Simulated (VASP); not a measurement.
Set up this calculation in VASP 6.6.1, as the native input.

| Item | Value |
| --- | --- |
| Task | single point |
| Functional | PBE |
| Potentials or basis | VASP PAW PBE potentials, release 64 (W_sv, C) |
| Cutoff | 520 eV |
| k mesh | 3 × 3 × 1 |
| Occupations | fermi-dirac, width 0.05 eV |
| Spin | no spin polarisation |
| Dipole correction | no |
| Further INCAR settings | LREAL = Auto; ALGO = Normal; EDIFF = 1e-06; NBANDS = 126 |

The structure of WC lies in POSCAR:

```
WC
1.0
    5.7780000000      0.0000000000      0.0000000000
   -2.8890000000      5.0038950000      0.0000000000
    0.0000000000      0.0000000000     19.0675000000
W C
12 12
Direct
    0.0000000000      0.0000000000      0.0524452603
   -0.0137183453      0.0291572865      0.2042008653
    0.0141469150      0.0245208982      0.3589196276
   -0.0000047463      0.4999905074      0.0524452603
   -0.0050279961      0.5227927445      0.2048564311
    0.0006792893      0.5388802123      0.3609702373
    0.5000000000      0.0000000000      0.0524452603
    0.5010987488      0.0209237004      0.2045312705
    0.5046825868      0.0423869805      0.3607499672
    0.4999952537      0.4999905074      0.0524452603
    0.5047432758      0.5339240731      0.2034928543
    0.5131881573      0.5385604614      0.3548079192
    0.3333350820      0.1666701639      0.1265766356
    0.3442830909      0.1792203873      0.2787780254
    0.3231468585      0.2034415191      0.4170447096
    0.3333303357      0.6666606713      0.1265766356
    0.3226773213      0.7101867645      0.2797167956
    0.3467458347      0.7023528671      0.4145063590
    0.8333350820      0.1666701639      0.1265766356
    0.8231938229      0.2116351362      0.2804143176
    0.8506099314      0.1912510155      0.4127179756
    0.8333303357      0.6666606713      0.1265766356
    0.8219307716      0.6822485284      0.2781539268
    0.8211772978      0.7093674028      0.4275494952
```

The input as run:

INCAR

```
SYSTEM = WC
ALGO = Normal ; EDIFF = 1E-6
ENCUT = 520 ; GGA = PE
ISIF = 2 ; ISMEAR = -1
LASPH = .True. ; LCHARG = .False.
LREAL = Auto ; LWAVE = .False.
NBANDS = 126 ; NELM = 100
PREC = Accurate ; SIGMA = 0.05
```

KPOINTS

```
k-points
0
Gamma
  3 3 1
  0 0 0
```

Potentials or basis: VASP PAW PBE potentials, release 64 (W_sv, C).

Command:

```console
$ cat potpaw_PBE.64/W_sv/POTCAR potpaw_PBE.64/C/POTCAR > POTCAR
$ mpirun -np 1 vasp_std > vasp.out
```

It gave:

```yaml
Largest_force: 3.854 eV/Å
Band_gap_on_the_k_mesh: zero (bands 108 and 109 overlap by 1.01 eV)
```

Caveat: the k points lie up to 0.42 Å⁻¹ apart, too coarse for converged energies and pressures of a metal; there is no dipole correction, which matters where the two faces differ; spin-orbit coupling is left out, which moves the levels of the heavy elements.

Wall time 39 min on 1 thread of Intel Xeon 8259CL, with other jobs on the host, peak memory 0.79 GiB.
